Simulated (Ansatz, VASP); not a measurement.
This is a calculation of Cu for Ansatz 0.2.0.

The input input.yaml:

```yaml
crystal:
  lattice:
    - [2.5340966698, 0.0, 0.0]
    - [-1.2670483349, 2.1945920917, 0.0]
    - [0.0, 0.0, 4.112571]
  atoms:
    - { symbol: Cu, position: [0.6666666667, 0.3333333333, 0.75] }
    - { symbol: Cu, position: [0.3333333333, 0.6666666667, 0.25] }
hamiltonian:
  xc: pbesol
  pseudopotentials: { kind: paw }
kpoints:
  mp_grid: { grid: [12, 12, 7] }
scf:
  occupations: { method: fermi_dirac, width: 0.05 }
output:
  forces: true
  stress: true
  eigenvalues: true
relax:
  f_tol: 0.01
  max_steps: 40
  cell: { stress_tol: 0.05 }
```

Potentials or basis: Ansatz PAW.

Launch:

```bash
$ ansatz run input.yaml --threads 2 --pin off --max-ram 5632MiB --backend cpu --events-out ev --progress --plain --runs-dir out
```

Problem. Translate it to VASP 6.6.1. Potentials there: VASP PAW PBE potentials, release 64 (Cu).

Solution. As run (the cutoff follows the program's own potentials):

The input INCAR:

```
SYSTEM = Cu
PREC = Accurate
ENCUT = 600
EDIFF = 1E-6
ISMEAR = -1
SIGMA = 0.05
LREAL = .False.
LASPH = .True.
NELM = 60
ALGO = Fast
ISIF = 3
LWAVE = .False.
LCHARG = .False.
GGA = PS
IBRION = 2
NSW = 60
EDIFFG = -0.01
```

File KPOINTS:

```
regular mesh
0
Gamma
  12 12 7
  0 0 0
```

The input POSCAR:

```
Cu
1.0
    2.5340966698      0.0000000000      0.0000000000
   -1.2670483349      2.1945920917      0.0000000000
    0.0000000000      0.0000000000      4.1125710000
Cu
2
Direct
    0.6666666667      0.3333333333      0.7500000000
    0.3333333333      0.6666666667      0.2500000000
```

Potentials or basis: VASP PAW PBE potentials, release 64 (Cu).

Command:

```console
$ cat potpaw_PBE.64/Cu/POTCAR > POTCAR
$ mpirun -np 1 vasp_std > vasp.out
```

Both were run:

|  | VASP | Ansatz | Ansatz less VASP |
| --- | --- | --- | --- |
| gap on the k mesh at the Fermi level, each at its own relaxed structure (eV) | none | none | - |
| relaxed volume (Å³/atom) | 11.39 | 11.33 | -0.059 |
| relaxed length of the cell vector where the two differ most in proportion (Å) | 2.529 | 2.524 | -0.0050 |

VASP's potentials were made for PBE, not for PBEsol. A gap of «none» marks a metal or a gap that the smearing closes. VASP's potentials hold 22 valence electrons a cell and Ansatz's 38, so a difference there can come from the potentials and not from the codes.

Noted on Ansatz's run: the plane-wave basis is chosen anew once the cell has moved, so the energies of steps on either side of that aren't comparable.
